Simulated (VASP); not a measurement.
# TiAl (P-6m2) in VASP: a series of runs, part 2 of 2

VASP 6.6.1. Earlier steps stand in the parts before.

## 4. Single point, PBEsol

This run uses another cell than the first one, of 16.32 Å³/atom, 1.043 times its volume.

INCAR reads:

```
SYSTEM = TiAl
PREC = Accurate
ENCUT = 520
EDIFF = 1E-7
ISMEAR = -1
SIGMA = 0.1
LREAL = .FALSE.
LASPH = .TRUE.
NELM = 60
ALGO = Normal
ISIF = 2
LWAVE = .FALSE.
LCHARG = .TRUE.
GGA = PS
LELF = .TRUE.
LVHAR = .TRUE.
NBANDS = 14
```

KPOINTS reads:

```
regular mesh
0
G
  9 9 5
  0 0 0
```

POSCAR reads:

```
TiAl
1.0
    2.8480180510      0.0000000000      0.0000000000
   -1.4240090255      2.4664562495      0.0000000000
    0.0000000000      0.0000000000      4.6466855238
Ti Al
1 1
Direct
    0.0000000000      0.0000000000      0.0000000000
    0.3333333333      0.6666666667      0.5000000000
```

Potentials or basis: VASP PAW PBE potentials, release 64 (Ti_sv, Al).

Run with:

```
> cat potpaw_PBE.64/Ti_sv/POTCAR potpaw_PBE.64/Al/POTCAR > POTCAR
> mpirun -np 1 vasp_std > vasp.out
```

OUTCAR:

```text
SYSTEM = TiAl
   PREC = Accurate
   ENCUT = 520
   EDIFF = 1E-7
   ISMEAR = -1
   LREAL = .FALSE.
   LASPH = .TRUE.
   NELM = 60
   ISIF = 2
   GGA = PS

 ion  position               nearest neighbor table
   1  0.000  0.000  0.000-   2 2.85   2 2.85   2 2.85   2 2.85   2 2.85   2 2.85
   2  0.333  0.667  0.500-   1 2.85   1 2.85   1 2.85   1 2.85   1 2.85   1 2.85

  LATTYP: Found a hexagonal cell.
 ALAT       =     2.8480180510
 C/A-ratio  =     1.6315505873

  Lattice vectors:

 A1 = (   2.8480180510,   0.0000000000,   0.0000000000)
 A2 = (  -1.4240090255,   2.4664562495,   0.0000000000)
 A3 = (   0.0000000000,   0.0000000000,   4.6466855238)

Analysis of symmetry for initial positions (statically):
=====================================================================
 Subroutine PRICEL returns:
 Original cell was already a primitive cell.

 Routine SETGRP: Setting up the symmetry group for a
 hexagonal supercell.

 Subroutine GETGRP returns: Found 12 space group operations
 (whereof 12 operations were pure point group operations)
[... 167 lines left out ...]
 cond. band min:       8.0338076643   @ k =   0.2222   0.1111   0.0000
 fundamental gap:      0.0261374874
 Fermi energy:         8.0296913630

 k-point     1 :       0.0000    0.0000    0.0000
  band No.  band energies     occupation
      1     -48.2376      2.00000
      2     -24.6755      2.00000
      3     -24.2127      2.00000
      4     -24.2127      2.00000
      5      -1.0473      2.00000
      6       5.6688      2.00000
      7       6.1425      2.00000
      8       9.3137      0.00001
      9       9.3137      0.00001
     10      10.8294      0.00000
     11      10.8294      0.00000
     12      11.9823      0.00000
     13      20.9966      0.00000
     14      20.9966      0.00000
[... 377 lines left out ...]
      1     -48.1194      2.00000
      2     -24.6476      2.00000
      3     -24.6439      2.00000
      4     -24.5606      2.00000
      5       6.1581      2.00000
      6       6.1940      2.00000
      7       6.2590      2.00000
      8       7.4138      1.99578
      9       7.9841      1.22390
     10      10.3525      0.00000
     11      11.1940      0.00000
     12      11.2681      0.00000
     13      14.8868      0.00000
     14      15.3648      0.00000

 [... further k-points ...]
[... 5 lines left out ...]
  --------------------------------------------------------------------------------------
  -------------------------------------------------------------------------------------
  Total       -0.0705904     -0.0705904     -0.2577761      0.0000000     -0.0000000      0.0000000
  in kB       -3.4649475     -3.4649482    -12.6530065      0.0000000     -0.0000000      0.0000000
  external PRESSURE =      -6.5276341 kB  Pullay stress =       0.0000000 kB

 VOLUME and BASIS-vectors are now :
 -----------------------------------------------------------------------------
  energy-cutoff  :      520.00
  volume of cell :       32.64
      direct lattice vectors                 reciprocal lattice vectors
     2.848018051  0.000000000  0.000000000     0.351121370  0.202719996  0.000000000
    -1.424009025  2.466456250  0.000000000     0.000000000  0.405439991  0.000000000
     0.000000000  0.000000000  4.646685524     0.000000000  0.000000000  0.215207161

 POSITION                                       TOTAL-FORCE (eV/Angst)
 -----------------------------------------------------------------------------------
      0.00000      0.00000      0.00000        -0.000000      0.000000      0.000000
     -0.00000      1.64430      2.32334         0.000000     -0.000000      0.000000
 -----------------------------------------------------------------------------------
    total drift:                                0.000000      0.000000      0.000000

  FREE ENERGIE OF THE ION-ELECTRON SYSTEM (eV)
  ---------------------------------------------------
  free  energy   TOTEN  =       -12.9725381409 eV

  energy  without entropy=      -12.8974357457  energy(sigma->0) =      -12.93498694
```

stdout:

```text
POSCAR found type information on POSCAR TiAl
 POSCAR found :  2 types and       2 ions
 scaLAPACK will be used
 -----------------------------------------------------------------------------
|                                                                             |
|                                                                             |
|     You enforced a specific xc type in the INCAR file but a different       |
|     I HOPE YOU KNOW WHAT YOU ARE DOING!                                     |
|                                                                             |
 -----------------------------------------------------------------------------

 LDA part: xc-table for (Slater+PW92), standard interpolation
 POSCAR, INCAR and KPOINTS ok, starting setup
 FFT: planning ... GRIDC
 FFT: planning ... GRID_SOFT
 FFT: planning ... GRID
 WAVECAR not read
 entering main loop
```

It took 10 s on 1 thread of Intel Xeon Platinum 8488C (Sapphire Rapids), shared host; peak memory 0.15 GiB.

What came out:

```
Free energy : -12.9725 eV
Pressure    : -0.7 GPa
```

Levels at points of the mesh, in eV from the Fermi level:
```tsv
k point	band 3	band 4	band 5	band 6	band 7	band 8	band 9	band 10	band 11	band 12
(0.00, 0.00, 0.00)	-32.24	-32.24	-9.08	-2.36	-1.89	1.28	1.28	2.80	2.80	3.95
```

Caveat: the PAW data sets were made with another functional, which shifts forces and pressure a little.

## 5. Single point, PBEsol

This run uses another cell than the first one, of 16.65 Å³/atom, 1.064 times its volume.

INCAR reads:

```
SYSTEM = TiAl
PREC = Accurate
ENCUT = 520
EDIFF = 1E-6
ISMEAR = -1
SIGMA = 0.1
LREAL = .False.
LASPH = .True.
NELM = 80
ALGO = Normal
ISIF = 2
LWAVE = .False.
LCHARG = .False.
GGA = PS
NBANDS = 14
```

KPOINTS reads:

```
regular mesh
0
Gamma
  9 9 5
  0 0 0
```

POSCAR reads:

```
TiAl
1.0
    2.8672620000      0.0000000000      0.0000000000
   -1.4336310000      2.4831220000      0.0000000000
    0.0000000000      0.0000000000      4.6780830000
Ti Al
1 1
Direct
    0.0000000000      0.0000000000      0.0000000000
    0.3333333333      0.6666666667      0.5000000000
```

Run with:

```
> cat potpaw_PBE.64/Ti_sv/POTCAR potpaw_PBE.64/Al/POTCAR > POTCAR
> mpirun -np 1 vasp_std > vasp.out
```

Wall time 9.7 s (1 thread of Intel Xeon Platinum 8488C (Sapphire Rapids), shared host); peak memory 0.15 GiB.

It converged, with:

```yaml
Free_energy: -12.9654 eV
Pressure: -2.8 GPa
```

Stress tensor (GPa, compression positive):
```
-2.35  0.00  0.00
 0.00 -2.35  0.00
 0.00  0.00 -3.59
```

Levels at points of the mesh, in eV from the Fermi level:
| k point | band 5 | band 6 | band 7 | band 8 | band 9 | band 10 |
| --- | --- | --- | --- | --- | --- | --- |
| (0.00, 0.00, 0.00) | -8.98 | -2.34 | -1.88 | 1.26 | 1.26 | 2.73 |

Caveat: the PAW data sets were made with another functional, which shifts forces and pressure a little.

## 6. Single point, PBEsol

This run uses another cell than the first one, of 16.99 Å³/atom, 1.085 times its volume.

INCAR reads:

```
PREC = Accurate ; ENCUT = 520
EDIFF = 1E-7 ; ISMEAR = -1
SIGMA = 0.1 ; LREAL = False
LASPH = True ; NELM = 80
ALGO = Normal ; ISIF = 2
LWAVE = False ; LCHARG = False
GGA = PS ; NBANDS = 14
```

KPOINTS reads:

```
Automatic mesh
0
Gamma
  9 9 5
```

POSCAR reads:

```
TiAl
1.0
    2.8862510435      0.0000000000      0.0000000000
   -1.4431255217      2.4995669958      0.0000000000
    0.0000000000      0.0000000000      4.7090645850
Ti Al
1 1
Direct
    0.0000000000      0.0000000000      0.0000000000
    0.3333333333      0.6666666667      0.5000000000
```

Potentials or basis: VASP PAW PBE potentials, release 64 (Ti_sv, Al).

Run with:

```
> cat potpaw_PBE.64/Ti_sv/POTCAR potpaw_PBE.64/Al/POTCAR > POTCAR
> mpirun -np 1 vasp_std > vasp.out
```

It took 9.5 s on 1 thread of Intel Xeon Platinum 8488C (Sapphire Rapids), shared host; peak memory 0.15 GiB.

The run converged. Its results:

```yaml
Free_energy: -12.9500 eV
Pressure: -4.7 GPa
```

Stress tensor (GPa, compression positive):
```
-4.17  0.00  0.00
 0.00 -4.17  0.00
 0.00  0.00 -5.69
```

Levels at points of the mesh, in eV from the Fermi level:
```csv
k point,band 3,band 4,band 5,band 6,band 7,band 8,band 9,band 10,band 11,band 12
"(0.00, 0.00, 0.00)",-32.37,-32.37,-8.88,-2.32,-1.86,1.23,1.23,2.66,2.66,3.75
```

Caveat: the PAW data sets were made with another functional, which shifts forces and pressure a little.

## 7. The runs side by side

| cell | gap on the mesh (eV) | pressure (GPa) |
| --- | --- | --- |
| a = 2.809, b = 2.809, c = 4.583 Å, angles 90.0, 90.0, 120.0°, 2 atoms | none | 4.2 |
| a = 2.829, b = 2.829, c = 4.615 Å, angles 90.0, 90.0, 120.0°, 2 atoms | none | 1.7 |
| a = 2.848, b = 2.848, c = 4.647 Å, angles 90.0, 90.0, 120.0°, 2 atoms | none | -0.7 |
| a = 2.867, b = 2.867, c = 4.678 Å, angles 90.0, 90.0, 120.0°, 2 atoms | none | -2.8 |
| a = 2.886, b = 2.886, c = 4.709 Å, angles 90.0, 90.0, 120.0°, 2 atoms | none | -4.7 |

Alike in all rows: task single point; level PBEsol; potentials or basis VASP PAW PBE potentials, release 64 (Ti_sv, Al); no spin polarisation; k mesh 9 × 9 × 5; cutoff (eV) 520; smearing fermi-dirac 0.1 eV.

Caveats: the PAW data sets were made with another functional, which shifts forces and pressure a little.

Absolute energies hang on the potentials; compare differences alone.
